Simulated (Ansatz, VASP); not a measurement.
Two plane-wave programs on GaN

Contents of POSCAR:

```
GaN
1.0
    0.0000000000      2.1814686658      2.1814686658
    2.1814686658      0.0000000000      2.1814686658
    2.1814686658      2.1814686658      0.0000000000
Ga N
1 1
Direct
    0.0000000000      0.0000000000      0.0000000000
    0.7500000000      0.7500000000      0.7500000000
```

File INCAR.step1:

```
PREC = Accurate ; ENCUT = 520
ISMEAR = 0 ; SIGMA = 0.05
LREAL = False ; LASPH = True
NELM = 60 ; NBANDS = 16
GGA = PE ; ALGO = Normal
EDIFF = 1E-4 ; LWAVE = True
LCHARG = False
```

The input INCAR.step2:

```
PREC = Accurate ; ENCUT = 520
EDIFF = 1E-6 ; ISMEAR = 0
SIGMA = 0.05 ; LREAL = False
LASPH = True ; NELM = 60
ALGO = Normal ; ISIF = 2
LWAVE = False ; LCHARG = False
METAGGA = R2SCAN ; LMIXTAU = True
NBANDS = 16 ; ISTART = 1
```

KPOINTS

```
regular mesh
0
Gamma
  10 10 10
```

Input for Ansatz:

```yaml
crystal:
  lattice:
    - [0.0, 2.1814686658, 2.1814686658]
    - [2.1814686658, 0.0, 2.1814686658]
    - [2.1814686658, 2.1814686658, 0.0]
  atoms:
    - { symbol: Ga, position: [0.0, 0.0, 0.0] }
    - { symbol: "N", position: [0.75, 0.75, 0.75] }
basis:
  ecutwfc: 500
kpoints:
  mp_grid: { grid: [10, 10, 10] }
hamiltonian:
  xc: r2scan
scf:
  occupations: { method: gaussian, width: 0.05 }
output:
  forces: true
  stress: true
  eigenvalues: true
```

Change from the starting cell: strain -0.030 along x and y, -0.030 along z, atoms carried along.

Alike in both runs: task single point; functional r2SCAN; k mesh 10 × 10 × 10; occupations gaussian, width 0.05 eV; no spin polarisation.

|  | VASP | Ansatz |
| --- | --- | --- |
| version | VASP 6.6.1 | Ansatz 0.2.0 |
| potentials or method | VASP PAW PBE potentials, release 64 (Ga_d, N), cutoff 520 eV | scalar-relativistic, plane waves, PAW |
| valence electrons in the cell | 18 | 18 |

|  | VASP | Ansatz | Ansatz less VASP |
| --- | --- | --- | --- |
| gap on the k mesh at the Fermi level (eV) | 2.77 | 2.78 | +0.014 |
| least direct gap on the mesh (eV) | 2.77 | 2.78 | +0.014 |
| pressure (GPa) | 23.3 | 21.9 | -1.42 |

VASP's potentials were made for PBE, not for r2SCAN.
